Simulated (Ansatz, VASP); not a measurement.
## One calculation of ZrC, two programs

The input INCAR:

```
PREC = Accurate ; ENCUT = 520
EDIFF = 1E-6 ; ISMEAR = 0
SIGMA = 0.05 ; LREAL = F
LASPH = T ; NELM = 150
ALGO = Normal ; ISIF = 2
LWAVE = F ; LCHARG = T
MAGMOM = 0 0 0 0 0 0 ; LORBIT = 11
LSORBIT = T ; GGA_COMPAT = F
LORBMOM = T ; LMAXMIX = 4
GGA = PE ; LVHAR = T
NBANDS = 28
```

The input KPOINTS:

```
Automatic mesh
0
Gamma
  12 12 12
```

Contents of POSCAR:

```
ZrC
1.0
    3.2695327460      0.0000000000      0.0000000000
   -1.6347663730      2.8314984165      0.0000000000
    0.0000000000      0.0000000000      2.9397343753
Zr C
1 1
Direct
    0.0000000000      0.0000000000      0.0000000000
    0.6666666667      0.3333333333      0.5000000000
```

Input for Ansatz:

```yaml
crystal:
  lattice:
    - [3.269532746, 0.0, 0.0]
    - [-1.634766373, 2.8314984165, 0.0]
    - [0.0, 0.0, 2.9397343753]
  atoms:
    - { symbol: Zr, position: [0.0, 0.0, 0.0] }
    - { symbol: C, position: [0.6666666667, 0.3333333333, 0.5] }
basis:
  ecutwfc: 420
  ecutrho_ratio: 4
kpoints:
  mp_grid: { grid: [12, 12, 12] }
hamiltonian:
  xc: pbe
scf:
  occupations: { method: gaussian, width: 0.05 }
output:
  forces: true
  stress: true
  eigenvalues: true
  populations: true
  dos: { projected: true, de: 0.02 }
  write_density: true
  write_potential: true
  elf: true
  volumetric_format: npy
magnetization:
  noncollinear: true
  spin_orbit: true
```

Alike in both runs: task single point; functional PBE; k mesh 12 × 12 × 12; occupations gaussian, width 0.05 eV; non-collinear spin, spin-orbit coupling.

```csv
,VASP,Ansatz
version,VASP 6.6.1,Ansatz 0.2.0
potentials or method,"VASP PAW PBE potentials, release 64 (Zr_sv, C), cutoff 520 eV","plane waves, PAW"
valence electrons in the cell,16,16
```

VASP gave:

- pressure (GPa): 0.2
- net moment per atom (μB): 0.00

Task: Estimate Ansatz's values.

Result: Pressure (GPa): 0.0; net moment per atom (μB): 0.00.
